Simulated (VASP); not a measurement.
Here is a VASP 6.6.1 calculation.

Contents of INCAR:

```
SYSTEM = Tb4WO
PREC = Accurate
ENCUT = 600
EDIFF = 1E-6
ISMEAR = 0
SIGMA = 0.2
LREAL = .FALSE.
LASPH = .TRUE.
NELM = 200
ALGO = Normal
ISIF = 2
LWAVE = .FALSE.
LCHARG = .FALSE.
GGA = PE
NBANDS = 37
GGA_COMPAT = .FALSE.
LMAXMIX = 6
```

The input KPOINTS:

```
Automatic mesh
0
G
  3 3 4
  0 0 0
```

POSCAR

```
Tb4WO
1.0
    6.0960918067      0.0000000000      0.0000000000
    0.0000000000      6.0960918067      0.0000000000
    0.0000000000      0.0000000000      4.8779725267
Tb W O
4 1 1
Direct
    0.0000000000      0.0000000000      0.5000000000
    0.0000000000      0.5000000000      0.0000000000
    0.5000000000      0.0000000000      0.0000000000
    0.5000000000      0.5000000000      0.0000000000
    0.0000000000      0.0000000000      0.0000000000
    0.5000000000      0.5000000000      0.5000000000
```

Potentials or basis: VASP PAW PBE potentials, release 64 (Tb_3, W_sv, O), 4f in core.

The run is started by

```console
$ cat potpaw_PBE.64/Tb_3/POTCAR potpaw_PBE.64/W_sv/POTCAR potpaw_PBE.64/O/POTCAR > POTCAR
$ mpirun -np 1 vasp_std > vasp.out
```

Problem. Estimate the pressure.

Solution. 0.6 GPa.

Problem. Predict the band gap on the k mesh.

Solution. Zero (bands 28 and 29 overlap by 0.50 eV).

Stress tensor (GPa, compression positive):
```
0.23 0.00 0.00
0.00 0.23 0.00
0.00 0.00 1.43
```

Caveat: spin-orbit coupling is left out, which moves the levels of the heavy elements; the 4f electrons are frozen in the core, so they carry no moment and show no levels; the run has no spin polarisation, though such a crystal can be magnetic. With open d or f shells a metallic result of PBE can be an artefact of self-interaction; +U or a hybrid may open a gap.
